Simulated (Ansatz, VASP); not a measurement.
## W: VASP beside Ansatz

```
W
1.0
    -1.57991    1.57991    1.57991
     1.57991   -1.57991    1.57991
     1.57991    1.57991   -1.57991
W
1
Direct
  0.00000 0.00000 0.00000
```

Alike in both runs: functional PBE; dispersion D3(BJ); k mesh 15 × 15 × 15; occupations fermi-dirac, width 0.15 eV; no spin polarisation.

Ansatz relaxed the structure, and its values are those at the end. VASP's run is a single point on that final structure, the one shown.

|  | VASP | Ansatz |
| --- | --- | --- |
| version | VASP 6.6.1 | Ansatz 0.2.0 |
| potentials or method | VASP PAW PBE potentials, release 64 (W_sv) | plane waves, PAW |
| plane-wave cutoff (eV) | 500 | 420 |
| valence electrons in the cell | 14 | 14 |

Ansatz gave:

```
pressure (GPa) : 0.0
```

Task: What did VASP give for the same quantities?

Result: Pressure (GPa): 0.6.

Neither program's run includes spin-orbit coupling.
